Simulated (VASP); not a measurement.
# CsAl2 (I4/mmm) in VASP: single point with PBE

Aim: the single point of CsAl2 with PBE.

All numbers are computed with VASP 6.6.1; they aren't measurements. Logs are shortened: lines on timing, memory, paths and dates and some standing lists are left out, and cuts for length are marked.

**1. The cell of the first run**

The structure is tetragonal, space group I4/mmm (No. 139). Conventional cell: a = 3.883 Å, b = 3.883 Å, c = 13.763 Å, α = 90.00°, β = 90.00°, γ = 90.00°. Within 5.1 Å of Cs (site symmetry 4/mmm) lie 4 Cs at 3.88 Å and 8 Al at 3.95 Å. Within 3.6 Å of Al (site symmetry -4m2) lie 4 Al at 2.75 Å.

**2. Single point, PBE**

The input, INCAR:

```
  PREC = Accurate
  ENCUT = 520
  EDIFF = 1E-7
  ISMEAR = 0
  SIGMA = 0.1
  LREAL = False
  LASPH = True
  NELM = 100
  ALGO = Fast
  ISIF = 2
  LWAVE = False
  LCHARG = True
  GGA = PE
  LELF = True
  LVHAR = True
  NBANDS = 14
```

The input, KPOINTS:

```
regular mesh
0
Gamma
  16 16 16
```

The input, POSCAR:

```
CsAl2
1.0
   -1.9415048181      1.9415048181      6.8813511154
    1.9415048181     -1.9415048181      6.8813511154
    1.9415048181      1.9415048181     -6.8813511154
Cs Al
1 2
Direct
    0.0000000000      0.0000000000      0.0000000000
    0.7500000000      0.2500000000      0.5000000000
    0.2500000000      0.7500000000      0.5000000000
```

Potentials or basis: VASP PAW PBE potentials, release 64 (Cs_sv, Al).

The run is started by

```
$ cat potpaw_PBE.64/Cs_sv/POTCAR potpaw_PBE.64/Al/POTCAR > POTCAR
$ mpirun -np 1 vasp_std > vasp.out
```

OUTCAR:

```text
PREC = Accurate
   ENCUT = 520
   EDIFF = 1E-7
   ISMEAR = 0
   LREAL = False
   LASPH = True
   NELM = 100
   ISIF = 2
   GGA = PE

 ion  position               nearest neighbor table
   1  0.000  0.000  0.000-
   2  0.750  0.250  0.500-   3 2.75   3 2.75   3 2.75   3 2.75
   3  0.250  0.750  0.500-   2 2.75   2 2.75   2 2.75   2 2.75

  LATTYP: Found a body centered tetragonal cell.
 ALAT       =     3.8830096362
 C/A-ratio  =     3.5443389330

  Lattice vectors:

 A1 = (  -1.9415048181,   1.9415048181,   6.8813511154)
 A2 = (   1.9415048181,  -1.9415048181,   6.8813511154)
 A3 = (   1.9415048181,   1.9415048181,  -6.8813511154)

Analysis of symmetry for initial positions (statically):
=====================================================================
 Subroutine PRICEL returns:
 Original cell was already a primitive cell.

 Routine SETGRP: Setting up the symmetry group for a
 body centered tetragonal supercell.

 Subroutine GETGRP returns: Found 16 space group operations
 (whereof 16 operations were pure point group operations)
 out of a pool of 16 trial point group operations.

The static configuration has the point symmetry D_4h.

Analysis of symmetry for dynamics (positions and initial velocities):
=====================================================================
 Subroutine PRICEL returns:
 Original cell was already a primitive cell.

 Routine SETGRP: Setting up the symmetry group for a
 body centered tetragonal supercell.

 Subroutine GETGRP returns: Found 16 space group operations
 (whereof 16 operations were pure point group operations)
 out of a pool of 16 trial point group operations.

The dynamic configuration has the point symmetry D_4h.

 Subroutine INISYM returns: Found 16 space group operations
 (whereof 16 operations are pure point group operations),
 and found     1 'primitive' translations

----------------------------------------------------------------------------------------

                                     Primitive cell

  volume of cell :     103.7554

  direct lattice vectors                    reciprocal lattice vectors
    -1.941504818  1.941504818  6.881351115     0.000000000  0.257532196  0.072660149
     1.941504818 -1.941504818  6.881351115     0.257532196  0.000000000  0.072660149
     1.941504818  1.941504818 -6.881351115     0.257532196  0.257532196  0.000000000

  length of vectors
     7.408905121  7.408905121  7.408905121     0.267586116  0.267586116  0.364205525
[... 95 lines left out ...]
   NUPDOWN=      -1.0000    fix difference up-down
   EMIN   =  10.00;   EMAX   =-10.00  energy-range for DOS
   EFERMI =   0.00;   METHOD = LEGACY
   ISMEAR =     0;   SIGMA  =   0.10  broadening in eV -4-tet -1-fermi 0-gaus
   EFERMI_NEDOS =   21; number of points for ismear=-14 and -15
   IALGO  =     68    algorithm
   IMIX   =      4    mixing-type and parameters
     AMIX     =   0.40;   BMIX     =  1.00
     AMIX_MAG =   1.60;   BMIX_MAG =  1.00
  volume/ion in A,a.u.               =      34.59       233.39
  Fermi-wavevector in a.u.,A,eV,Ry     =   0.859215  1.623680 10.044500  0.738250
  Thomas-Fermi vector in A             =   1.976536
   LORBIT       =      0    0 simple, 1 ext, 2 COOP (PROOUT), +10 PAW based schemes
   GGA     = PE    functional components
   LHFCALC =     F    Hartree Fock is set to
   AEXX    =    0.0000 exact exchange contribution
   IVDW    =     0    specifies the selected vdW correction
   LEPSILON=     F    determine dielectric tensor
   LRPA    =     F    only Hartree local field effects (RPA)
 non-spin polarized calculation
 RMM-DIIS sequential band-by-band and
 Gauss-broadening in eV      SIGMA  =   0.10
  energy-cutoff  :      520.00
  volume of cell :      103.76
 maximum number of plane-waves:      2818
   NGX = 27   NGY = 27   NGZ = 27

 number of electron      15.0000000 magnetization

 Free energy of the ion-electron system (eV)
  ---------------------------------------------------
  ext. energy  EPLUGINS =         0.00000000
  ---------------------------------------------------
  free energy    TOTEN  =        -7.29636840 eV

  energy without entropy =       -7.29109592  energy(sigma->0) =       -7.29373216

 E-fermi :   3.4341     XC(G=0):  -8.1040

 val. band max:        3.4230452595   @ k =  -0.1875   0.3125   0.1875
 cond. band min:       3.4366888940   @ k =   0.5000   0.2500   0.1250
 fundamental gap:      0.0136436345
 Fermi energy:         3.4340702140

 k-point     1 :       0.0000    0.0000    0.0000
  band No.  band energies     occupation
      1     -20.0667      2.00000
      2      -6.8430      2.00000
      3      -6.3568      2.00000
      4      -6.3568      2.00000
      5      -4.3703      2.00000
      6       1.9857      2.00000
      7       3.3506      1.76238
      8       4.0817      0.00000
      9       4.0817      0.00000
     10       4.8367      0.00000
     11       5.5134      0.00000
     12       6.7723      0.00000
     13       7.0462      0.00000
     14       9.8594      0.00000
[... 377 lines left out ...]
      1     -20.0568      2.00000
      2      -6.8266      2.00000
      3      -6.4175      2.00000
      4      -6.4057      2.00000
      5      -4.2892      2.00000
      6       2.0159      2.00000
      7       3.5132      0.26335
      8       3.5232      0.20748
      9       3.7461      0.00001
     10       4.9571      0.00000
     11       6.1975      0.00000
     12       7.0851      0.00000
     13       7.2632      0.00000
     14       9.1943      0.00000

 [... further k-points ...]

------------------------ aborting loop because EDIFF is reached ----------------------------------------

  FORCE on cell =-STRESS in cart. coord.  units (eV):
  Direction    XX          YY          ZZ          XY          YZ          ZX
  --------------------------------------------------------------------------------------
  -------------------------------------------------------------------------------------
  Total        0.0276972      0.0276972      0.0461560      0.0000000      0.0000000      0.0000000
  in kB        0.4276966      0.4276966      0.7127354      0.0000000      0.0000000      0.0000000
  external PRESSURE =       0.5227095 kB  Pullay stress =       0.0000000 kB

 VOLUME and BASIS-vectors are now :
 -----------------------------------------------------------------------------
  energy-cutoff  :      520.00
  volume of cell :      103.76
      direct lattice vectors                 reciprocal lattice vectors
    -1.941504818  1.941504818  6.881351115     0.000000000  0.257532196  0.072660149
     1.941504818 -1.941504818  6.881351115     0.257532196  0.000000000  0.072660149
     1.941504818  1.941504818 -6.881351115     0.257532196  0.257532196  0.000000000

 POSITION                                       TOTAL-FORCE (eV/Angst)
 -----------------------------------------------------------------------------------
      0.00000      0.00000      0.00000        -0.000000     -0.000000      0.000000
      0.00000      1.94150      3.44068        -0.000000      0.000000     -0.000000
      1.94150      0.00000      3.44068         0.000000      0.000000      0.000000
 -----------------------------------------------------------------------------------
    total drift:                                0.000000     -0.000000      0.000000

  FREE ENERGIE OF THE ION-ELECTRON SYSTEM (eV)
  ---------------------------------------------------
  free  energy   TOTEN  =        -7.2963683967 eV

  energy  without entropy=       -7.2910959171  energy(sigma->0) =       -7.29373216
```

OSZICAR:

```text
N       E                     dE             d eps       ncg     rms          rms(c)
DAV:   1     0.558236371864E+02    0.55824E+02   -0.52925E+03  9772   0.831E+02
DAV:   2    -0.223008337539E+01   -0.58054E+02   -0.53799E+02 13962   0.122E+02
DAV:   3    -0.772505441797E+01   -0.54950E+01   -0.54666E+01 12970   0.370E+01
[... 11 lines left out ...]
RMM:  15    -0.729636947803E+01   -0.76530E-06   -0.11342E-06 11735   0.431E-03    0.259E-02
RMM:  16    -0.729637208377E+01   -0.26057E-05   -0.19972E-06 11871   0.453E-03    0.459E-02
RMM:  17    -0.729636860315E+01    0.34806E-05   -0.39044E-06 13996   0.675E-03    0.920E-03
RMM:  18    -0.729636842615E+01    0.17700E-06   -0.84659E-07 12675   0.356E-03    0.239E-03
RMM:  19    -0.729636839670E+01    0.29452E-07   -0.88693E-08  9012   0.147E-03
   1 F= -.72963684E+01 E0= -.72937322E+01  d E =-.527248E-02
```

Run time: 24 min. Hardware: 1 thread of Intel Xeon 6975P-C (Granite Rapids), shared host; peak memory 0.79 GiB.

Results:

| Item | Value |
| --- | --- |
| Free energy | -7.2964 eV |
| Pressure | 0.1 GPa |

Levels at points of the mesh, in eV from the Fermi level:
```csv
k point,band 4,band 5,band 6,band 7,band 8,band 9,band 10,band 11
"(0.00, 0.00, 0.00)",-9.79,-7.80,-1.45,-0.08,0.65,0.65,1.40,2.08
"(0.50, 0.00, 0.00)",-9.66,-5.43,-5.21,-0.70,0.44,1.69,2.77,2.95
"(0.50, 0.50, 0.00)",-9.86,-3.40,-3.21,-2.82,-2.63,0.22,0.46,1.80
"(0.50, 0.50, 0.50)",-9.79,-7.40,-2.66,0.77,0.77,0.78,1.00,3.09
```

Caveat: spin-orbit coupling is left out, which moves the levels of the heavy elements.
